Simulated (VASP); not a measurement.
# CoSi2 (Fm-3m) in VASP: further runs, part 3 of 3

VASP 6.6.1.

### Step 4. Single point, PBEsol (11.37 Å³/atom)

This run uses another cell than the first one, of 11.37 Å³/atom.

INCAR

```
SYSTEM = CoSi2
PREC     = Accurate       ! precision mode
ENCUT    = 520            ! plane-wave cutoff, eV
EDIFF    = 1E-6           ! SCF threshold, eV
ISMEAR   = 0              ! smearing method
SIGMA    = 0.1            ! smearing width, eV
LREAL    = .False.        ! projectors in reciprocal space
LASPH    = .True.         ! aspherical terms in the spheres
NELM     = 100            ! most SCF steps
ALGO     = Normal         ! electronic algorithm
ISIF     = 2              ! what is computed and relaxed
LWAVE    = .False.        ! write WAVECAR
LCHARG   = .False.        ! write CHGCAR
GGA      = PS             ! functional
NBANDS   = 16             ! bands
```

KPOINTS

```
regular mesh
0
Gamma
  14 14 14
  0 0 0
```

POSCAR

```
CoSi2
1.0
    0.0000000000      2.5740334535      2.5740334535
    2.5740334535      0.0000000000      2.5740334535
    2.5740334535      2.5740334535      0.0000000000
Co Si
1 2
Direct
    0.0000000000      0.0000000000      0.0000000000
    0.2500000000      0.2500000000      0.2500000000
    0.7500000000      0.7500000000      0.7500000000
```

Potentials or basis: VASP PAW PBE potentials, release 64 (Co, Si).

Run with:

```sh
$ cat potpaw_PBE.64/Co/POTCAR potpaw_PBE.64/Si/POTCAR > POTCAR
$ mpirun -np 1 vasp_std > vasp.out
```

OUTCAR:

```text
SYSTEM = CoSi2
   PREC = Accurate
   ENCUT = 520
   EDIFF = 1E-6
   ISMEAR = 0
   LREAL = .False.
   LASPH = .True.
   NELM = 100
   ISIF = 2
   GGA = PS

 ion  position               nearest neighbor table
   1  0.000  0.000  0.000-   3 2.23   3 2.23   3 2.23   2 2.23   2 2.23   2 2.23   3 2.23   2 2.23

   2  0.250  0.250  0.250-   1 2.23   1 2.23   1 2.23   1 2.23   3 2.57   3 2.57   3 2.57   3 2.57
                             3 2.57   3 2.57
   3  0.750  0.750  0.750-   1 2.23   1 2.23   1 2.23   1 2.23   2 2.57   2 2.57   2 2.57   2 2.57
                             2 2.57   2 2.57

  LATTYP: Found a face centered cubic cell.
 ALAT       =     5.1480669070

  Lattice vectors:

 A1 = (   0.0000000000,   2.5740334535,   2.5740334535)
 A2 = (   2.5740334535,   0.0000000000,   2.5740334535)
 A3 = (   2.5740334535,   2.5740334535,   0.0000000000)

Analysis of symmetry for initial positions (statically):
=====================================================================
 Subroutine PRICEL returns:
 Original cell was already a primitive cell.

 Routine SETGRP: Setting up the symmetry group for a
 face centered cubic supercell.

 Subroutine GETGRP returns: Found 48 space group operations
 (whereof 48 operations were pure point group operations)
 out of a pool of 48 trial point group operations.

The static configuration has the point symmetry O_h .

Analysis of symmetry for dynamics (positions and initial velocities):
=====================================================================
 Subroutine PRICEL returns:
 Original cell was already a primitive cell.

 Routine SETGRP: Setting up the symmetry group for a
 face centered cubic supercell.

 Subroutine GETGRP returns: Found 48 space group operations
 (whereof 48 operations were pure point group operations)
 out of a pool of 48 trial point group operations.

The dynamic configuration has the point symmetry O_h .

 Subroutine INISYM returns: Found 48 space group operations
 (whereof 48 operations are pure point group operations),
 and found     1 'primitive' translations

----------------------------------------------------------------------------------------

                                     Primitive cell

  volume of cell :      34.1093

  direct lattice vectors                    reciprocal lattice vectors
     0.000000000  2.574033453  2.574033453    -0.194247670  0.194247670  0.194247670
     2.574033453  0.000000000  2.574033453     0.194247670 -0.194247670  0.194247670
     2.574033453  2.574033453  0.000000000     0.194247670  0.194247670 -0.194247670

  length of vectors
     3.640233020  3.640233020  3.640233020     0.336446833  0.336446833  0.336446833

  position of ions in fractional coordinates (direct lattice)
     0.000000000  0.000000000  0.000000000
     0.250000000  0.250000000  0.250000000
     0.750000000  0.750000000  0.750000000

  ion indices of the primitive-cell ions
   primitive index   ion index
                 1           1
                 2           2
                 3           3

----------------------------------------------------------------------------------------

 KPOINTS: regular mesh

Automatic generation of k-mesh.
 Grid dimensions read from file:
 generate k-points for:   14   14   14

 Generating k-lattice:

  Cartesian coordinates                     Fractional coordinates (reciprocal lattice)
    -0.013874834  0.013874834  0.013874834     0.071428571  0.000000000  0.000000000
     0.013874834 -0.013874834  0.013874834     0.000000000  0.071428571  0.000000000
     0.013874834  0.013874834 -0.013874834     0.000000000  0.000000000  0.071428571

  Length of vectors
     0.024031917  0.024031917  0.024031917

  Shift w.r.t. Gamma in fractional coordinates (k-lattice)
     0.000000000  0.000000000  0.000000000

 Subroutine IBZKPT returns following result:
 ===========================================

 Found    104 irreducible k-points:

 Following reciprocal coordinates:
            Coordinates               Weight
  0.000000  0.000000  0.000000      1.000000
  0.071429  0.000000  0.000000      8.000000
  0.142857  0.000000  0.000000      8.000000
  0.214286  0.000000  0.000000      8.000000
  0.285714  0.000000  0.000000      8.000000
  0.357143  0.000000  0.000000      8.000000
[... 16 lines left out ...]
  0.214286  0.142857  0.000000     24.000000
  0.285714  0.142857  0.000000     24.000000
 [... further k-points ...]
   k-points           NKPTS =    104   k-points in BZ     NKDIM =    104   number of bands    NBANDS=     16
   number of dos      NEDOS =    301   number of ions     NIONS =      3
   total plane-waves  NPLWV =  21952
   dimension x,y,z NGX =    28 NGY =   28 NGZ =   28
   dimension x,y,z NGXF=    56 NGYF=   56 NGZF=   56
   ions per type =               1   2
   NGX,Y,Z   is equivalent  to a cutoff of  12.79, 12.79, 12.79 a.u.
   NGXF,Y,Z  is equivalent  to a cutoff of  25.57, 25.57, 25.57 a.u.
 SYSTEM =  CoSi2
   PREC   = accura    normal or accurate (medium, high low for compatibility)
   ISTART =      0    job   : 0-new  1-cont  2-samecut
   ICHARG =      2    charge: 1-file 2-atom 10-const
   ISPIN  =      1    spin polarized calculation?
   LNONCOLLINEAR =      F non collinear calculations
   LSORBIT =      F    spin-orbit coupling
   LASPH  =      T    aspherical Exc in radial PAW
   ENCUT  =  520.0 eV  38.22 Ry    6.18 a.u.   6.77  6.77  6.77*2*pi/ulx,y,z
   NELM   =    100;   NELMIN=  2; NELMDL= -5     # of ELM steps
   EDIFF  = 0.1E-05   stopping-criterion for ELM
   LREAL  =      F    real-space projection
   EDIFFG = 0.1E-04   stopping-criterion for IOM
   NSW    =      0    number of steps for IOM
   IBRION =     -1    ionic relax: 0-MD 1-quasi-New 2-CG
   NFREE  =      0    steps in history (QN), initial steepest desc. (CG)
   ISIF   =      2    stress and relaxation
   ISYM   =      2    0-nonsym 1-usesym 2-fastsym
   POTIM  = 0.5000    time-step for ionic-motion
   TEBEG  =    0.0;   TEEND  =   0.0 temperature during run
   PSTRESS=    0.0 pullay stress
   NELECT =      17.0000    total number of electrons
   NUPDOWN=      -1.0000    fix difference up-down
   EMIN   =  10.00;   EMAX   =-10.00  energy-range for DOS
   EFERMI =   0.00;   METHOD = LEGACY
   ISMEAR =     0;   SIGMA  =   0.10  broadening in eV -4-tet -1-fermi 0-gaus
   EFERMI_NEDOS =   21; number of points for ismear=-14 and -15
   IALGO  =     38    algorithm
   IMIX   =      4    mixing-type and parameters
     AMIX     =   0.40;   BMIX     =  1.00
     AMIX_MAG =   1.60;   BMIX_MAG =  1.00
  volume/ion in A,a.u.               =      11.37        76.73
  Fermi-wavevector in a.u.,A,eV,Ry     =   1.297977  2.452821 22.922333  1.684744
  Thomas-Fermi vector in A             =   2.429335
   LORBIT       =      0    0 simple, 1 ext, 2 COOP (PROOUT), +10 PAW based schemes
   GGA     = PS    functional components
   LHFCALC =     F    Hartree Fock is set to
   AEXX    =    0.0000 exact exchange contribution
   IVDW    =     0    specifies the selected vdW correction
   LEPSILON=     F    determine dielectric tensor
   LRPA    =     F    only Hartree local field effects (RPA)
 non-spin polarized calculation
 Gauss-broadening in eV      SIGMA  =   0.10
  energy-cutoff  :      520.00
  volume of cell :       34.11
 maximum number of plane-waves:       941
   NGX = 13   NGY = 13   NGZ = 13

 number of electron      16.9999994 magnetization

 Free energy of the ion-electron system (eV)
  ---------------------------------------------------
  ext. energy  EPLUGINS =         0.00000000
  ---------------------------------------------------
  free energy    TOTEN  =       -20.76263959 eV

  energy without entropy =      -20.75774321  energy(sigma->0) =      -20.76019140

 E-fermi :  11.7003     XC(G=0): -12.4082

 val. band max:       11.6918745684   @ k =   0.3571   0.0714   0.0000
 cond. band min:      11.7151891251   @ k =   0.4286   0.2143   0.0714
 fundamental gap:      0.0233145567
 Fermi energy:        11.7003279955

 k-point     1 :       0.0000    0.0000    0.0000
  band No.  band energies     occupation
      1      -2.3934      2.00000
      2       7.0336      2.00000
      3       7.0336      2.00000
      4       7.0336      2.00000
      5       9.3427      2.00000
      6       9.3427      2.00000
[... 433 lines left out ...]
      3       7.2095      2.00000
      4       7.2709      2.00000
      5       8.4552      2.00000
      6       9.5651      2.00000
[... 8 lines left out ...]
     15      20.5127      0.00000
     16      20.9729      0.00000

 [... further k-points ...]

------------------------ aborting loop because EDIFF is reached ----------------------------------------

  FORCE on cell =-STRESS in cart. coord.  units (eV):
  Direction    XX          YY          ZZ          XY          YZ          ZX
  --------------------------------------------------------------------------------------
  -------------------------------------------------------------------------------------
  Total        4.8466382      4.8466382      4.8466382     -0.0000000     -0.0000000     -0.0000000
  in kB      227.6557505    227.6557505    227.6557505     -0.0000000     -0.0000000     -0.0000000
  external PRESSURE =     227.6557505 kB  Pullay stress =       0.0000000 kB

 VOLUME and BASIS-vectors are now :
 -----------------------------------------------------------------------------
  energy-cutoff  :      520.00
  volume of cell :       34.11
      direct lattice vectors                 reciprocal lattice vectors
     0.000000000  2.574033453  2.574033453    -0.194247670  0.194247670  0.194247670
     2.574033453  0.000000000  2.574033453     0.194247670 -0.194247670  0.194247670
     2.574033453  2.574033453  0.000000000     0.194247670  0.194247670 -0.194247670

 POSITION                                       TOTAL-FORCE (eV/Angst)
 -----------------------------------------------------------------------------------
      0.00000      0.00000      0.00000         0.000000     -0.000000      0.000000
      1.28702      1.28702      1.28702        -0.000000     -0.000000     -0.000000
      3.86105      3.86105      3.86105         0.000000      0.000000      0.000000
 -----------------------------------------------------------------------------------
    total drift:                               -0.000000     -0.000000      0.000000

  FREE ENERGIE OF THE ION-ELECTRON SYSTEM (eV)
  ---------------------------------------------------
  free  energy   TOTEN  =       -20.7626395892 eV

  energy  without entropy=      -20.7577432074  energy(sigma->0) =      -20.76019140
```

It took 42 s on 1 thread of AMD EPYC 9R14 (Zen 4), shared host; peak memory 0.16 GiB.

What came out:

```yaml
Free_energy: -20.7626 eV
Pressure: 22.8 GPa
Band_gap_on_the_k_mesh: zero (an odd number of electrons rules out a gap without spin polarisation)
```

Levels at points of the mesh, in eV from the Fermi level:
```
           k point  band 7  band 8  band 9  band 10  band 11  band 12
(0.00, 0.00, 0.00)    2.02    3.42    3.42     3.42     3.91     3.91
(0.50, 0.00, 0.00)   -2.01   -0.53   -0.53     3.02     3.78     3.78
(0.50, 0.50, 0.00)   -2.34   -2.31   -1.64     2.09     2.92     8.69
```

Caveat: the cell stands under pressure; the PAW data sets were made with another functional, which shifts forces and pressure a little; the run has no spin polarisation, though such a crystal can be magnetic. Spin polarisation is off, so any magnetic state and its effect on volume and gap are missing.

### Step 5. Single point, PBEsol (11.74 Å³/atom)

This run uses another cell than the first one, of 11.74 Å³/atom.

INCAR

```
SYSTEM = CoSi2
  PREC = Accurate
  ENCUT = 520
  EDIFF = 1E-7
  ISMEAR = 0
  SIGMA = 0.1
  LREAL = .False.
  LASPH = .True.
  NELM = 100
  ALGO = Normal
  ISIF = 2
  LWAVE = .False.
  LCHARG = .True.
  GGA = PS
  LELF = .True.
  LVHAR = .True.
  NBANDS = 16
```

KPOINTS

```
Automatic mesh
0
Gamma
  14 14 14
  0 0 0
```

POSCAR

```
CoSi2
1.0
    0.0000000000      2.6020142701      2.6020142701
    2.6020142701      0.0000000000      2.6020142701
    2.6020142701      2.6020142701      0.0000000000
Co Si
1 2
Direct
    0.0000000000      0.0000000000      0.0000000000
    0.2500000000      0.2500000000      0.2500000000
    0.7500000000      0.7500000000      0.7500000000
```

Run with:

```sh
$ cat potpaw_PBE.64/Co/POTCAR potpaw_PBE.64/Si/POTCAR > POTCAR
$ mpirun -np 1 vasp_std > vasp.out
```

Wall time 43 s (1 thread of AMD EPYC 9R14 (Zen 4), shared host); peak memory 0.16 GiB.

Results (log left out):

```yaml
Free_energy: -20.8909 eV
Pressure: 14.0 GPa
Band_gap_on_the_k_mesh: zero (an odd number of electrons rules out a gap without spin polarisation)
```

Levels at points of the mesh, in eV from the Fermi level:
| k point | band 7 | band 8 | band 9 | band 10 | band 11 | band 12 |
| --- | --- | --- | --- | --- | --- | --- |
| (0.00, 0.00, 0.00) | 1.66 | 3.42 | 3.42 | 3.42 | 3.77 | 3.77 |
| (0.50, 0.00, 0.00) | -1.90 | -0.52 | -0.52 | 2.92 | 3.67 | 3.67 |
| (0.50, 0.50, 0.00) | -2.24 | -2.21 | -1.55 | 1.94 | 2.90 | 8.66 |

Caveat: the cell stands under pressure; the PAW data sets were made with another functional, which shifts forces and pressure a little; the run has no spin polarisation, though such a crystal can be magnetic. Spin polarisation is off, so any magnetic state and its effect on volume and gap are missing.

### Step 6. Single point, PBEsol (12.12 Å³/atom)

This run uses another cell than the first one, of 12.12 Å³/atom.

INCAR

```
SYSTEM = CoSi2
  PREC = Accurate
  ENCUT = 520
  EDIFF = 1E-6
  ISMEAR = 0
  SIGMA = 0.1
  LREAL = .FALSE.
  LASPH = .TRUE.
  NELM = 60
  ALGO = Normal
  ISIF = 2
  LWAVE = .FALSE.
  LCHARG = .TRUE.
  GGA = PS
  LELF = .TRUE.
  LVHAR = .TRUE.
  NBANDS = 16
```

KPOINTS

```
Automatic mesh
0
G
  14 14 14
  0 0 0
```

POSCAR

```
CoSi2
1.0
    0.0000000000      2.6294059069      2.6294059069
    2.6294059069      0.0000000000      2.6294059069
    2.6294059069      2.6294059069      0.0000000000
Co Si
1 2
Direct
    0.0000000000      0.0000000000      0.0000000000
    0.2500000000      0.2500000000      0.2500000000
    0.7500000000      0.7500000000      0.7500000000
```

Potentials or basis: VASP PAW PBE potentials, release 64 (Co, Si).

Run with:

```sh
$ cat potpaw_PBE.64/Co/POTCAR potpaw_PBE.64/Si/POTCAR > POTCAR
$ mpirun -np 1 vasp_std > vasp.out
```

It took 38 s on 1 thread of AMD EPYC 9R14 (Zen 4), shared host; peak memory 0.16 GiB.

Results (log left out):

- Free energy: -20.9619 eV
- Pressure: 6.5 GPa
- Band gap on the k mesh: zero (an odd number of electrons rules out a gap without spin polarisation)

Levels at points of the mesh, in eV from the Fermi level:
| k point | band 5 | band 6 | band 7 | band 8 | band 9 | band 10 | band 11 | band 12 | band 13 | band 14 |
| --- | --- | --- | --- | --- | --- | --- | --- | --- | --- | --- |
| (0.00, 0.00, 0.00) | -2.11 | -2.11 | 1.33 | 3.42 | 3.42 | 3.42 | 3.64 | 3.64 | 3.64 | 5.89 |
| (0.50, 0.00, 0.00) | -2.34 | -1.80 | -1.80 | -0.51 | -0.51 | 2.82 | 3.57 | 3.57 | 4.82 | 10.59 |
| (0.50, 0.50, 0.00) | -3.83 | -2.15 | -2.15 | -2.11 | -1.47 | 1.80 | 2.89 | 8.63 | 10.14 | 10.14 |

Caveat: the cell stands under pressure; the PAW data sets were made with another functional, which shifts forces and pressure a little; the run has no spin polarisation, though such a crystal can be magnetic. Spin polarisation is off, so any magnetic state and its effect on volume and gap are missing.

### Step 7. The runs side by side

```tsv
cell	gap on the mesh (eV)	pressure (GPa)
a = 3.756 Å, angles 60.0°, 3 atoms	none	0.0
a = 3.600 Å, angles 60.0°, 3 atoms	none	33.2
a = 3.640 Å, angles 60.0°, 3 atoms	none	22.8
a = 3.680 Å, angles 60.0°, 3 atoms	none	14.0
a = 3.719 Å, angles 60.0°, 3 atoms	none	6.5
```

Alike in all rows: task single point; level PBEsol; potentials or basis VASP PAW PBE potentials, release 64 (Co, Si); no spin polarisation; k mesh 14 × 14 × 14; cutoff (eV) 520; smearing gaussian 0.1 eV.

Caveats: the PAW data sets were made with another functional, which shifts forces and pressure a little; the run has no spin polarisation, though such a crystal can be magnetic; the cell stands under pressure (at least some runs).

Absolute energies hang on the potentials; compare differences alone.
